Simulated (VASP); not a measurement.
Wanted: the native input for a VASP 6.6.1 run.

```yaml
Task: relaxation of shape and atoms at fixed volume
Functional: PBEsol
Potentials_or_basis: VASP PAW PBE potentials, release 64 (Si, Sn_d, Ge_d)
Cutoff: 600 eV
k_mesh: 10 × 10 × 8
Occupations: fermi-dirac, width 0.15 eV
Spin: no spin polarisation
Dipole_correction: no
Further_INCAR_settings: ALGO = Normal; EDIFF = 1e-07; IBRION = 2; EDIFFG = -0.001; NSW = 80; ISIF = 4
```

The structure of SiSnGe2 lies in POSCAR:

```
SiSnGe2
1.0
    4.0775713120      0.0000000000      0.0000000000
    0.0000000000      4.0775713120      0.0000000000
    0.0000000000      0.0000000000      5.8144938381
Si Sn Ge
1 1 2
Direct
    0.0000000000      0.0000000000      0.0000000000
    0.5000000000      0.5000000000      0.5000000000
    0.5000000000      0.0000000000      0.7747010120
    0.0000000000      0.5000000000      0.2252989880
```

These files were run (other wordings do the same):

INCAR

```
PREC     = Accurate       # precision mode
ENCUT    = 600            # plane-wave cutoff, eV
EDIFF    = 1E-7           # SCF threshold, eV
ISMEAR   = -1             # smearing method
SIGMA    = 0.15           # smearing width, eV
LREAL    = False          # projectors in reciprocal space
LASPH    = True           # aspherical terms in the spheres
NELM     = 60             # most SCF steps
ALGO     = Normal         # electronic algorithm
ISIF     = 4              # what is computed and relaxed
LWAVE    = False          # write WAVECAR
LCHARG   = False          # write CHGCAR
GGA      = PS             # functional
IBRION   = 2              # ionic algorithm
NSW      = 80             # ionic steps
EDIFFG   = -0.001         # ionic threshold
```

KPOINTS

```
Automatic mesh
0
Gamma
  10 10 8
```

Potentials or basis: VASP PAW PBE potentials, release 64 (Si, Sn_d, Ge_d).

Command:

```bash
$ cat potpaw_PBE.64/Si/POTCAR potpaw_PBE.64/Sn_d/POTCAR potpaw_PBE.64/Ge_d/POTCAR > POTCAR
$ mpirun -np 1 vasp_std > vasp.out
```

Results of the run:

```yaml
Energy_gained_by_relaxing: 0.0 meV/atom
Ionic_steps: 3
Pressure_after_relaxing: 1.3 GPa
```

Caveat: the PAW data sets were made with another functional, which shifts forces and pressure a little.

Run time: 6.6 min on 1 thread of Intel(R) Xeon(R) Platinum 8488C (Sapphire Rapids), on a shared host, peak memory 0.49 GiB.
